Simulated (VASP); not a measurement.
BiSbS4:

```
Sb Bi S
1.0
     3.70690    0.00000    0.00000
    -1.85345    3.21027    0.00000
     0.00000    0.00000   14.03266
Sb Bi S
1 1 4
Direct
  0.00000 0.00000 0.00000
  0.00000 0.00000 0.50000
  0.33333 0.66667 0.87803
  0.33333 0.66667 0.37132
  0.66667 0.33333 0.62868
  0.66667 0.33333 0.12197
```

| Property | Result |
| --- | --- |
| Program | VASP 6.6.1 |
| Task | relaxation of cell and atoms |
| Functional | PBE |
| Potentials or basis | VASP PAW PBE potentials, release 64 (Sb_d_GW, Bi_d, S) |
| Cutoff | 500 eV |
| k mesh | 4 × 4 × 1 |
| Occupations | gaussian, width 0.15 eV |
| Spin | no spin polarisation |

At the start: pressure -1.8 GPa; volume 27.83 Å³/atom.

Problem. How do energy, volume and symmetry change on relaxing?

Solution. Over 7 steps the energy falls by 96.2 meV/atom and the volume is 27.56 Å³/atom (-1.0 %); space group P-3m1 (No. 164, to 0.05 Å).

The path:
```csv
step,energy change (eV),largest force (eV/Å),pressure (GPa),volume (Å³)
1,0.0000,1.2386,-1.79,166.99
2,-0.4780,0.1975,2.15,159.22
3,-0.4821,0.3259,2.63,158.39
4,-0.5735,0.1086,-0.57,166.80
5,-0.5754,0.0945,-0.19,165.67
6,-0.5754,0.0963,-0.24,165.82
7,-0.5769,0.0540,-0.07,165.38
```

Final structure:
```
CELL_PARAMETERS angstrom
3.86466 0.00000 0.00000
-1.93233 3.34689 0.00000
0.00000 0.00000 12.78597
ATOMIC_POSITIONS crystal
Sb 0.00000 0.00000 0.00000
Bi 0.00000 0.00000 0.50000
S 0.33333 0.66667 0.88419
S 0.33333 0.66667 0.37471
S 0.66667 0.33333 0.62529
S 0.66667 0.33333 0.11581
```

Caveat: the k points lie up to 0.49 Å⁻¹ apart in the final cell; this functional lacks dispersion, which binds the layers, so the pressure and a relaxed spacing across them are unreliable; the relaxation stopped at a loose force limit of 0.08 eV/Å, so its end isn't a converged minimum.
